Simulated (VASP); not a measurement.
Here is a VASP 6.6.1 calculation.

Contents of INCAR:

```
  ALGO = Normal
  EDIFF = 1E-6
  ENCUT = 520
  ISIF = 2
  ISMEAR = -1
  LASPH = T
  LCHARG = F
  LREAL = F
  LWAVE = F
  NBANDS = 12
  NELM = 100
  PREC = Accurate
  SIGMA = 0.03
```

KPOINTS

```
k-points
0
Gamma
  16 16 16
```

File POSCAR:

```
Zr
1.0
   -1.7738000000      1.8100000000      1.8100000000
    1.8100000000     -1.7738000000      1.8100000000
    1.8100000000      1.8100000000     -1.7738000000
Zr
1
Direct
    0.0000000000      0.0000000000      0.0000000000
```

Potentials or basis: VASP PAW LDA potentials, release 64 (Zr_sv).

Launch:

```console
$ cat potpaw_LDA.64/Zr_sv/POTCAR > POTCAR
$ mpirun -np 1 vasp_std > vasp.out
```

(1) Predict the band gap on the k mesh.

(2) Estimate the pressure.

Answers

(1) zero (bands 6 and 7 overlap by 1.62 eV).

(2) -9.4 GPa.

Caveat: the cell differs from its parent crystal (equal xy, yz and zx shear strains of +2 %); the cell stands under tension.
